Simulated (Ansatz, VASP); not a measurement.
# One calculation of RbSnH3, two programs

Contents of INCAR:

```
  PREC = Accurate
  ENCUT = 500
  EDIFF = 1E-6
  ISMEAR = 0
  SIGMA = 0.05
  LREAL = False
  LASPH = True
  NELM = 120
  ALGO = Normal
  ISIF = 2
  LWAVE = False
  LCHARG = False
  GGA = PS
  NBANDS = 21
  GGA_COMPAT = False
```

KPOINTS

```
Automatic mesh
0
Gamma
  4 4 4
```

The input POSCAR:

```
RbSnH3
1.0
    4.7000000000      0.0000000000      0.0000000000
    0.0000000000      4.7000000000      0.0000000000
    0.0000000000      0.0000000000      4.7000000000
Rb Sn H
1 1 3
Direct
    0.0000000000      0.0000000000      0.0000000000
    0.5000000000      0.5000000000      0.5000000000
    0.5000000000      0.5000000000      0.0000000000
    0.5000000000      0.0000000000      0.5000000000
    0.0000000000      0.5000000000      0.5000000000
```

Input for Ansatz:

```yaml
crystal:
  lattice:
    - [4.7, 0.0, 0.0]
    - [0.0, 4.7, 0.0]
    - [0.0, 0.0, 4.7]
  atoms:
    - { symbol: Rb, position: [0.0, 0.0, 0.0] }
    - { symbol: Sn, position: [0.5, 0.5, 0.5] }
    - { symbol: H, position: [0.5, 0.5, 0.0] }
    - { symbol: H, position: [0.5, 0.0, 0.5] }
    - { symbol: H, position: [0.0, 0.5, 0.5] }
basis:
  ecutwfc: 420
kpoints:
  mp_grid: { grid: [4, 4, 4] }
hamiltonian:
  xc: pbesol
scf:
  occupations: { method: gaussian, width: 0.05 }
output:
  forces: true
  stress: true
  eigenvalues: true
```

Alike in both runs: task single point; functional PBEsol; k mesh 4 × 4 × 4; occupations gaussian, width 0.05 eV; no spin polarisation.

|  | VASP | Ansatz |
| --- | --- | --- |
| version | VASP 6.6.1 | Ansatz 0.2.0 |
| potentials or method | VASP PAW PBE potentials, release 64 (Rb_sv, Sn_d, H), cutoff 500 eV | scalar-relativistic, plane waves, PAW |
| valence electrons in the cell | 26 | 26 |

|  | VASP | Ansatz | Ansatz less VASP |
| --- | --- | --- | --- |
| gap on the k mesh at the Fermi level (eV) | none | none | - |
| pressure (GPa) | -3.9 | -3.9 | +0.06 |

VASP's potentials were made for PBE, not for PBEsol. A gap of «none» marks a metal or a gap that the smearing closes. The functional is the same, so the differences come from potentials, cutoffs and numerics.
